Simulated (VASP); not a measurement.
Wanted: the native input for a VASP 6.6.1 run.

| Quantity | Value |
| --- | --- |
| Task | single point |
| Functional | PBEsol |
| Potentials or basis | VASP PAW PBE potentials, release 64 (Sc_sv, Al) |
| Cutoff | 520 eV |
| k mesh | 8 × 8 × 8 |
| Occupations | gaussian, width 0.1 eV |
| Spin | no spin polarisation |
| Dipole correction | no |
| Further INCAR settings | ALGO = Normal; EDIFF = 1e-06; NBANDS = 26 |

The structure of ScAl2 lies in POSCAR:

```
ScAl2
1.0
    0.0000000000      3.7253856563      3.7253856563
    3.7253856563      0.0000000000      3.7253856563
    3.7253856563      3.7253856563      0.0000000000
Sc Al
2 4
Direct
    0.5000000000      0.5000000000      0.5000000000
    0.7500000000      0.7500000000      0.7500000000
    0.1250000000      0.1250000000      0.1250000000
    0.6250000000      0.1250000000      0.1250000000
    0.1250000000      0.6250000000      0.1250000000
    0.1250000000      0.1250000000      0.6250000000
```

This cell differs from its parent crystal: volume scaled by 0.97.

One way to write it, as run:

INCAR

```
SYSTEM = ScAl2
PREC = Accurate ; ENCUT = 520
EDIFF = 1E-6 ; ISMEAR = 0
SIGMA = 0.1 ; LREAL = .False.
LASPH = .True. ; NELM = 100
ALGO = Normal ; ISIF = 2
LWAVE = .False. ; LCHARG = .True.
GGA = PS ; LELF = .True.
LVHAR = .True. ; NBANDS = 26
```

KPOINTS

```
regular mesh
0
Gamma
  8 8 8
  0 0 0
```

Potentials or basis: VASP PAW PBE potentials, release 64 (Sc_sv, Al).

Run with:

```bash
$ cat potpaw_PBE.64/Sc_sv/POTCAR potpaw_PBE.64/Al/POTCAR > POTCAR
$ mpirun -np 1 vasp_std > vasp.out
```

Results of the run:

```yaml
Pressure: 3.1 GPa
Band_gap_on_the_k_mesh: zero (band 17 reaches 7.47 eV, above the bottom of band 18 at 5.02 eV)
```

Caveat: the PAW data sets were made with another functional, which shifts forces and pressure a little.

It took 49 s on 1 thread of Intel(R) Xeon(R) 6975P-C (Granite Rapids) (shared host), peak memory 0.27 GiB.
